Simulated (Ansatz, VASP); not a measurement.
RbW2: VASP beside Ansatz

File INCAR:

```
PREC = Accurate ; ENCUT = 600
EDIFF = 1E-7 ; ISMEAR = 0
SIGMA = 0.1 ; LREAL = False
LASPH = True ; NELM = 100
ALGO = Normal ; ISIF = 3
LWAVE = False ; LCHARG = False
GGA = PE ; IBRION = 2
NSW = 100 ; EDIFFG = -0.01
```

KPOINTS

```
Automatic mesh
0
Gamma
  18 18 6
```

The input POSCAR:

```
RbW2
1.0
    3.2092529151      0.0000000000      0.0000000000
   -1.6046264575      2.7792945516      0.0000000000
    0.0000000000      0.0000000000      8.3369902651
Rb W
1 2
Direct
    0.0000000000      0.0000000000      0.5000000000
    0.3333333333      0.6666666667      0.8984997804
    0.6666666667      0.3333333333      0.1015002196
```

Input for Ansatz:

```yaml
crystal:
  lattice:
    - [3.2092529151, 0.0, 0.0]
    - [-1.6046264575, 2.7792945516, 0.0]
    - [0.0, 0.0, 8.3369902651]
  atoms:
    - { symbol: Rb, position: [0.0, 0.0, 0.5] }
    - { symbol: W, position: [0.3333333333, 0.6666666667, 0.8984997804] }
    - { symbol: W, position: [0.6666666667, 0.3333333333, 0.1015002196] }
basis:
  ecutwfc: 420
kpoints:
  mp_grid: { grid: [18, 18, 6] }
hamiltonian:
  xc: pbe
scf:
  occupations: { method: gaussian, width: 0.1 }
output:
  forces: true
  stress: true
  eigenvalues: true
  write_density: true
  write_potential: true
  elf: true
  volumetric_format: npy
relax:
  adjacent_minimum: "off"
  f_tol: 0.01
  max_steps: 80
  cell: { stress_tol: 0.05 }
```

Alike in both runs: task relaxation of cell and atoms; functional PBE; k mesh 18 × 18 × 6; occupations gaussian, width 0.1 eV; no spin polarisation.

|  | VASP | Ansatz |
| --- | --- | --- |
| version | VASP 6.6.1 | Ansatz 0.2.0 |
| potentials or method | VASP PAW PBE potentials, release 64 (Rb_sv, W_sv), cutoff 600 eV | scalar-relativistic, plane waves, PAW |
| valence electrons in the cell | 37 | 37 |

VASP gave:

| Item | Value |
| --- | --- |
| gap on the k mesh at the Fermi level, each at its own relaxed structure (eV) | none |
| relaxed volume (Å³/atom) | 25.22 |
| relaxed cell length with the largest relative difference (Å) | 3.238 |

Problem. What did Ansatz give for the same quantities?

Solution. gap on the k mesh at the Fermi level, each at its own relaxed structure (eV): none; relaxed volume (Å³/atom): 25.14; relaxed cell length with the largest relative difference (Å): 3.234.

A gap of «none» marks a metal or a gap that the smearing closes.

Spin-orbit coupling is off throughout.
